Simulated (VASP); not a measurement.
# In3As (Pm-3m) in VASP: notebook

The runs below take In3As through relaxation of cell and atoms, with PBE.

Everything below comes from runs of VASP 6.6.1. Logs are shortened: lines on timing, memory, paths and dates and some standing lists are left out, and cuts for length are marked.

## Step 1: The cell of the first run

It takes space group Pm-3m (No. 221, cubic). Conventional cell: a = 4.672 Å, b = 4.672 Å, c = 4.672 Å, α = 90.00°, β = 90.00°, γ = 90.00°. Within 4.3 Å of In (site symmetry 4/mmm) lie 8 In at 3.30 Å and 4 As at 3.30 Å. As (site symmetry m-3m) has 12 In at 3.30 Å within 4.3 Å.

## Step 2: Relaxation of cell and atoms, PBE

The input, INCAR:

```
SYSTEM = In3As
PREC     = Accurate       ! precision mode
ENCUT    = 600            ! plane-wave cutoff, eV
EDIFF    = 1E-7           ! SCF threshold, eV
ISMEAR   = -1             ! smearing method
SIGMA    = 0.05           ! smearing width, eV
LREAL    = .False.        ! projectors in reciprocal space
LASPH    = .True.         ! aspherical terms in the spheres
NELM     = 100            ! most SCF steps
ALGO     = Normal         ! electronic algorithm
ISIF     = 3              ! what is computed and relaxed
LWAVE    = .False.        ! write WAVECAR
LCHARG   = .False.        ! write CHGCAR
GGA      = PE             ! functional
IBRION   = 2              ! ionic algorithm
NSW      = 60             ! ionic steps
EDIFFG   = -0.01          ! ionic threshold
```

The input, KPOINTS:

```
Automatic mesh
0
Gamma
  6 6 6
  0 0 0
```

The input, POSCAR:

```
In3As
1.0
    4.6716810000      0.0000000000      0.0000000000
    0.0000000000      4.6716810000      0.0000000000
    0.0000000000      0.0000000000      4.6716810000
In As
3 1
Direct
    0.5000000000      0.5000000000      0.0000000000
    0.5000000000      0.0000000000      0.5000000000
    0.0000000000      0.5000000000      0.5000000000
    0.0000000000      0.0000000000      0.0000000000
```

Potentials or basis: VASP PAW PBE potentials, release 64 (In_d, As).

On the command line:

```sh
cat potpaw_PBE.64/In_d/POTCAR potpaw_PBE.64/As/POTCAR > POTCAR
mpirun -np 1 vasp_std > vasp.out
```

OUTCAR:

```text
SYSTEM = In3As
   PREC = Accurate
   ENCUT = 600
   EDIFF = 1E-7
   ISMEAR = -1
   LREAL = .False.
   LASPH = .True.
   NELM = 100
   ISIF = 3
   GGA = PE
   IBRION = 2
   NSW = 60
   EDIFFG = -0.01

 ion  position               nearest neighbor table
   1  0.500  0.500  0.000-   2 3.30   3 3.30   4 3.30   2 3.30   3 3.30   2 3.30   4 3.30   2 3.30
                             3 3.30   4 3.30   3 3.30   4 3.30
   2  0.500  0.000  0.500-   1 3.30   3 3.30   4 3.30   1 3.30   4 3.30   1 3.30   3 3.30   1 3.30
                             3 3.30   4 3.30   4 3.30   3 3.30
   3  0.000  0.500  0.500-   1 3.30   2 3.30   4 3.30   1 3.30   4 3.30   2 3.30   4 3.30   4 3.30
                             1 3.30   2 3.30   1 3.30   2 3.30
   4  0.000  0.000  0.000-   1 3.30   2 3.30   3 3.30   2 3.30   3 3.30   1 3.30   3 3.30   3 3.30
                             1 3.30   2 3.30   2 3.30   1 3.30

  LATTYP: Found a simple cubic cell.
 ALAT       =     4.6716810000

  Lattice vectors:

 A1 = (   4.6716810000,   0.0000000000,   0.0000000000)
 A2 = (   0.0000000000,   4.6716810000,   0.0000000000)
 A3 = (   0.0000000000,   0.0000000000,   4.6716810000)

Analysis of symmetry for initial positions (statically):
=====================================================================
 Subroutine PRICEL returns:
 Original cell was already a primitive cell.

 Routine SETGRP: Setting up the symmetry group for a
 simple cubic supercell.

 Subroutine GETGRP returns: Found 48 space group operations
 (whereof 48 operations were pure point group operations)
 out of a pool of 48 trial point group operations.

The static configuration has the point symmetry O_h .

Analysis of symmetry for dynamics (positions and initial velocities):
=====================================================================
 Subroutine PRICEL returns:
 Original cell was already a primitive cell.

 Routine SETGRP: Setting up the symmetry group for a
 simple cubic supercell.

 Subroutine GETGRP returns: Found 48 space group operations
 (whereof 48 operations were pure point group operations)
 out of a pool of 48 trial point group operations.

The dynamic configuration has the point symmetry O_h .

 Subroutine INISYM returns: Found 48 space group operations
 (whereof 48 operations are pure point group operations),
 and found     1 'primitive' translations

----------------------------------------------------------------------------------------

                                     Primitive cell

  volume of cell :     101.9576

  direct lattice vectors                    reciprocal lattice vectors
     4.671681000  0.000000000  0.000000000     0.214055711  0.000000000  0.000000000
     0.000000000  4.671681000  0.000000000     0.000000000  0.214055711  0.000000000
     0.000000000  0.000000000  4.671681000     0.000000000  0.000000000  0.214055711

  length of vectors
     4.671681000  4.671681000  4.671681000     0.214055711  0.214055711  0.214055711

  position of ions in fractional coordinates (direct lattice)
     0.500000000  0.500000000  0.000000000
     0.500000000  0.000000000  0.500000000
     0.000000000  0.500000000  0.500000000
     0.000000000  0.000000000  0.000000000

  ion indices of the primitive-cell ions
   primitive index   ion index
                 1           1
                 2           2
                 3           3
                 4           4

----------------------------------------------------------------------------------------

 KPOINTS: Automatic mesh

Automatic generation of k-mesh.
 Grid dimensions read from file:
 generate k-points for:    6    6    6

 Generating k-lattice:

  Cartesian coordinates                     Fractional coordinates (reciprocal lattice)
     0.035675952  0.000000000  0.000000000     0.166666667  0.000000000  0.000000000
     0.000000000  0.035675952  0.000000000     0.000000000  0.166666667  0.000000000
     0.000000000  0.000000000  0.035675952     0.000000000  0.000000000  0.166666667

  Length of vectors
     0.035675952  0.035675952  0.035675952

  Shift w.r.t. Gamma in fractional coordinates (k-lattice)
     0.000000000  0.000000000  0.000000000

 Subroutine IBZKPT returns following result:
 ===========================================

 Found     20 irreducible k-points:

 Following reciprocal coordinates:
            Coordinates               Weight
  0.000000  0.000000  0.000000      1.000000
  0.166667  0.000000  0.000000      6.000000
  0.333333  0.000000  0.000000      6.000000
  0.500000  0.000000  0.000000      3.000000
  0.166667  0.166667  0.000000     12.000000
  0.333333  0.166667  0.000000     24.000000
[... 12 lines left out ...]
  0.500000  0.500000  0.333333      6.000000
  0.500000  0.500000  0.500000      1.000000
   k-points           NKPTS =     20   k-points in BZ     NKDIM =     20   number of bands    NBANDS=     26
   number of dos      NEDOS =    301   number of ions     NIONS =      4
   total plane-waves  NPLWV =  64000
   dimension x,y,z NGX =    40 NGY =   40 NGZ =   40
   dimension x,y,z NGXF=    80 NGYF=   80 NGZF=   80
   ions per type =               3   1
   NGX,Y,Z   is equivalent  to a cutoff of  14.23, 14.23, 14.23 a.u.
   NGXF,Y,Z  is equivalent  to a cutoff of  28.47, 28.47, 28.47 a.u.
 SYSTEM =  In3As
   PREC   = accura    normal or accurate (medium, high low for compatibility)
   ISTART =      0    job   : 0-new  1-cont  2-samecut
   ICHARG =      2    charge: 1-file 2-atom 10-const
   ISPIN  =      1    spin polarized calculation?
   LNONCOLLINEAR =      F non collinear calculations
   LSORBIT =      F    spin-orbit coupling
   LASPH  =      T    aspherical Exc in radial PAW
   ENCUT  =  600.0 eV  44.10 Ry    6.64 a.u.   9.33  9.33  9.33*2*pi/ulx,y,z
   NELM   =    100;   NELMIN=  2; NELMDL= -5     # of ELM steps
   EDIFF  = 0.1E-06   stopping-criterion for ELM
   LREAL  =      F    real-space projection
   EDIFFG = -.1E-01   stopping-criterion for IOM
   NSW    =     60    number of steps for IOM
   IBRION =      2    ionic relax: 0-MD 1-quasi-New 2-CG
   NFREE  =      1    steps in history (QN), initial steepest desc. (CG)
   ISIF   =      3    stress and relaxation
   ISYM   =      2    0-nonsym 1-usesym 2-fastsym
   POTIM  = 0.5000    time-step for ionic-motion
   TEBEG  =    0.0;   TEEND  =   0.0 temperature during run
   PSTRESS=    0.0 pullay stress
   NELECT =      44.0000    total number of electrons
   NUPDOWN=      -1.0000    fix difference up-down
   EMIN   =  10.00;   EMAX   =-10.00  energy-range for DOS
   EFERMI =   0.00;   METHOD = LEGACY
   ISMEAR =    -1;   SIGMA  =   0.05  broadening in eV -4-tet -1-fermi 0-gaus
   EFERMI_NEDOS =   21; number of points for ismear=-14 and -15
   IALGO  =     38    algorithm
   IMIX   =      4    mixing-type and parameters
     AMIX     =   0.40;   BMIX     =  1.00
     AMIX_MAG =   1.60;   BMIX_MAG =  1.00
  volume/ion in A,a.u.               =      25.49       172.01
  Fermi-wavevector in a.u.,A,eV,Ry     =   1.237141  2.337858 20.823961  1.530518
  Thomas-Fermi vector in A             =   2.371720
   LORBIT       =      0    0 simple, 1 ext, 2 COOP (PROOUT), +10 PAW based schemes
   GGA     = PE    functional components
   LHFCALC =     F    Hartree Fock is set to
   AEXX    =    0.0000 exact exchange contribution
   IVDW    =     0    specifies the selected vdW correction
   LEPSILON=     F    determine dielectric tensor
   LRPA    =     F    only Hartree local field effects (RPA)
 conjugate gradient relaxation of ions
 non-spin polarized calculation
  energy-cutoff  :      600.00
  volume of cell :      101.96
 maximum number of plane-waves:      3448
 NGX is ok and might be reduce to    40
   NGX = 19   NGY = 19   NGZ = 19

--------------------------------------- Ionic step        1  -------------------------------------------

 number of electron      44.0000015 magnetization

 Free energy of the ion-electron system (eV)
  ---------------------------------------------------
  ext. energy  EPLUGINS =         0.00000000
  ---------------------------------------------------
  free energy    TOTEN  =       -12.05362199 eV

  energy without entropy =      -12.03827901  energy(sigma->0) =      -12.04595050

------------------------ aborting loop because EDIFF is reached ----------------------------------------

  FORCE on cell =-STRESS in cart. coord.  units (eV):
  Direction    XX          YY          ZZ          XY          YZ          ZX
  --------------------------------------------------------------------------------------
  -------------------------------------------------------------------------------------
  Total        0.3938212      0.3938212      0.3938212     -0.0000000     -0.0000000     -0.0000000
  in kB        6.1885677      6.1885677      6.1885677     -0.0000000     -0.0000000     -0.0000000
  external PRESSURE =       6.1885677 kB  Pullay stress =       0.0000000 kB

 VOLUME and BASIS-vectors are now :
 -----------------------------------------------------------------------------
  energy-cutoff  :      600.00
  volume of cell :      101.96
      direct lattice vectors                 reciprocal lattice vectors
     4.671681000  0.000000000  0.000000000     0.214055711  0.000000000  0.000000000
     0.000000000  4.671681000  0.000000000     0.000000000  0.214055711  0.000000000
     0.000000000  0.000000000  4.671681000     0.000000000  0.000000000  0.214055711

 POSITION                                       TOTAL-FORCE (eV/Angst)
 -----------------------------------------------------------------------------------
      2.33584      2.33584      0.00000         0.000000      0.000000      0.000000
      2.33584      0.00000      2.33584         0.000000      0.000000      0.000000
      0.00000      2.33584      2.33584         0.000000      0.000000      0.000000
      0.00000      0.00000      0.00000         0.000000      0.000000      0.000000
 -----------------------------------------------------------------------------------
    total drift:                               -0.000000     -0.000000     -0.000000

  FREE ENERGIE OF THE ION-ELECTRON SYSTEM (eV)
  ---------------------------------------------------
  free  energy   TOTEN  =       -12.0536219905 eV

  energy  without entropy=      -12.0382790107  energy(sigma->0) =      -12.04595050

--------------------------------------- Ionic step        2  -------------------------------------------

 number of electron      44.0000015 magnetization

 Free energy of the ion-electron system (eV)
  ---------------------------------------------------
  ext. energy  EPLUGINS =         0.00000000
  ---------------------------------------------------
  free energy    TOTEN  =       -12.05648630 eV

  energy without entropy =      -12.04146173  energy(sigma->0) =      -12.04897402

 E-fermi :   6.4496     XC(G=0): -10.0751

 val. band max:        6.4442393303   @ k =   0.1667   0.1667   0.1667
 cond. band min:       6.4649002131   @ k =   0.5000   0.0000   0.0000
 fundamental gap:      0.0206608828
 Fermi energy:         6.4495612402

 k-point     1 :       0.0000    0.0000    0.0000
  band No.  band energies     occupation
      1      -8.1909      2.00000
      2      -8.1790      2.00000
      3      -8.1790      2.00000
      4      -8.1790      2.00000
      5      -8.0097      2.00000
      6      -8.0097      2.00000
[... 18 lines left out ...]
     25       8.5450      0.00000
     26      11.0148      0.00000
[... 528 lines left out ...]
      4      -8.0803      2.00000
      5      -8.0218      2.00000
      6      -8.0218      2.00000
[... 18 lines left out ...]
     25      11.1216      0.00000
     26      11.1216      0.00000

------------------------ aborting loop because EDIFF is reached ----------------------------------------

  FORCE on cell =-STRESS in cart. coord.  units (eV):
  Direction    XX          YY          ZZ          XY          YZ          ZX
  --------------------------------------------------------------------------------------
  -------------------------------------------------------------------------------------
  Total        0.0100796      0.0100796      0.0100796     -0.0000000     -0.0000000      0.0000000
  in kB        0.1561568      0.1561568      0.1561568     -0.0000000     -0.0000000      0.0000000
  external PRESSURE =       0.1561568 kB  Pullay stress =       0.0000000 kB

 VOLUME and BASIS-vectors are now :
 -----------------------------------------------------------------------------
  energy-cutoff  :      600.00
  volume of cell :      103.42
      direct lattice vectors                 reciprocal lattice vectors
     4.693870294  0.000000000 -0.000000000     0.213043808  0.000000000  0.000000000
    -0.000000000  4.693870294  0.000000000    -0.000000000  0.213043808  0.000000000
    -0.000000000 -0.000000000  4.693870294     0.000000000 -0.000000000  0.213043808

 POSITION                                       TOTAL-FORCE (eV/Angst)
 -----------------------------------------------------------------------------------
      2.34694      2.34694     -0.00000        -0.000000     -0.000000      0.000000
      2.34694      0.00000      2.34694        -0.000000      0.000000      0.000000
     -0.00000      2.34694      2.34694         0.000000      0.000000      0.000000
      0.00000      0.00000      0.00000        -0.000000     -0.000000      0.000000
 -----------------------------------------------------------------------------------
    total drift:                               -0.000000     -0.000000     -0.000000

  FREE ENERGIE OF THE ION-ELECTRON SYSTEM (eV)
  ---------------------------------------------------
  free  energy   TOTEN  =       -12.0564863030 eV

  energy  without entropy=      -12.0414617312  energy(sigma->0) =      -12.04897402

 reached required accuracy - stopping structural energy minimisation
```

Wall time 2.5 min (1 thread of AMD EPYC 7R43 (Zen 3), shared host); peak memory 0.24 GiB.

What came out:

- Free energy: -12.0565 eV
- Relaxed volume: 25.85 Å³/atom
- Relaxed cell: a = 4.694 Å, b = 4.694 Å, c = 4.694 Å, α = 90.00°, β = 90.00°, γ = 90.00°
- Space group after relaxing (to 0.05 Å): Pm-3m (No. 221)
- Energy gained by relaxing: 0.7 meV/atom
- Ionic steps: 2
- Pressure after relaxing: 0.0 GPa
- Band gap on the k mesh: zero (band 22 reaches 6.93 eV, above the bottom of band 23 at 3.17 eV)

Step by step:
```csv
step,energy change (eV),largest force (eV/Å),pressure (GPa),volume (Å³)
1,0.0000,0.0000,0.62,101.96
2,-0.0029,0.0000,0.02,103.42
```

Final structure:
```
In As
1.0
     4.69387    0.00000    0.00000
     0.00000    4.69387    0.00000
     0.00000    0.00000    4.69387
In As
3 1
Direct
  0.50000 0.50000 0.00000
  0.50000 0.00000 0.50000
  0.00000 0.50000 0.50000
  0.00000 0.00000 0.00000
```

Caveat: spin-orbit coupling is left out, which moves the levels of the heavy elements.

(Part 1 of 3 ends here.)
